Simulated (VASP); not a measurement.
Crystal: TlBr.

```
CELL_PARAMETERS angstrom
3.94518 0.00000 0.00000
0.00000 3.94518 0.00000
0.00000 0.00000 3.94518
ATOMIC_POSITIONS crystal
Tl 0.00000 0.00000 0.00000
Br 0.50000 0.50000 0.50000
```

Base run:

| Property | Result |
| --- | --- |
| Program | VASP 6.6.1 |
| Functional | PBE0 |
| Potentials or basis | VASP PAW PBE potentials, release 64 (Tl_d, Br) |
| Cutoff | 400 eV |
| k mesh | 4 × 4 × 4 |
| Occupations | gaussian, width 0.01 eV |
| Spin | no spin polarisation |

Its results: band gap on the k mesh 3.14 eV, direct; pressure 1.4 GPa.

Q: After a change of settings the same cell gave: band gap on the k mesh 2.23 eV, direct; pressure 1.1 GPa. Which change was it?
A. functional from PBE0 to PBE; cutoff from 400 eV to 500 eV
B. functional from PBE0 to HSE06
C. functional from PBE0 to PBE; cutoff from 400 eV to 500 eV; k mesh from 4 × 4 × 4 to 6 × 6 × 6
D. functional from PBE0 to r2SCAN; cutoff from 400 eV to 550 eV

A: D.

PBE0 gives the wider gap, since exact exchange removes part of the self-interaction.

Caveats: the PAW data sets were made with another functional, which shifts forces and pressure a little; spin-orbit coupling is left out, which moves the levels of the heavy elements.
